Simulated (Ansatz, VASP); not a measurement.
# One calculation of AgRh, two programs

The input INCAR:

```
PREC = Accurate
ENCUT = 520
EDIFF = 1E-6
ISMEAR = -1
SIGMA = 0.05
LREAL = F
LASPH = T
NELM = 100
ALGO = Fast
ISIF = 2
LWAVE = F
LCHARG = F
NBANDS = 20
```

KPOINTS

```
regular mesh
0
Gamma
  11 11 6
```

POSCAR

```
AgRh
1.0
    2.7959833597      0.0000000000      0.0000000000
   -1.3979916799      2.4213926181      0.0000000000
    0.0000000000      0.0000000000      4.8404479744
Ag Rh
1 1
Direct
    0.0000000000      0.0000000000      0.5000000000
    0.6666666667      0.3333333333      0.0000000000
```

File input.yaml:

```yaml
crystal:
  lattice:
    - [2.7959833597, 0.0, 0.0]
    - [-1.3979916799, 2.4213926181, 0.0]
    - [0.0, 0.0, 4.8404479744]
  atoms:
    - { symbol: Ag, position: [0.0, 0.0, 0.5] }
    - { symbol: Rh, position: [0.6666666667, 0.3333333333, 0.0] }
hamiltonian:
  xc: lda
  pseudopotentials: { kind: paw }
kpoints:
  mp_grid: { grid: [11, 11, 6] }
scf:
  occupations: { method: fermi_dirac, width: 0.05 }
output:
  forces: true
  stress: true
  eigenvalues: true
```

Alike in both runs: task single point; functional LDA; k mesh 11 × 11 × 6; occupations fermi-dirac, width 0.05 eV; no spin polarisation.

|  | VASP | Ansatz |
| --- | --- | --- |
| version | VASP 6.6.1 | Ansatz 0.2.0 |
| potentials or method | VASP PAW LDA potentials, release 64 (Ag, Rh_pv) | Ansatz PAW |
| plane-wave cutoff (eV) | 520 | 420 |
| valence electrons in the cell | 26 | 36 |

Ansatz gave:

```
gap on the k mesh at the Fermi level (eV)                     : none
pressure (GPa)                                                : -17.9
traceless stress, the component that is largest in VASP (GPa) : 0.62
```

Task: Estimate VASP's values.

Result: gap on the k mesh at the Fermi level (eV): none; pressure (GPa): -17.6; traceless stress, the component that is largest in VASP (GPa): 0.59.

LDA's correlation is that of Perdew and Zunger in VASP and of Perdew and Wang (1992) in Ansatz. A gap of «none» marks a metal or a gap that the smearing closes. VASP's potentials hold 26 valence electrons a cell and Ansatz's 36, so a difference there can come from the potentials and not from the codes.
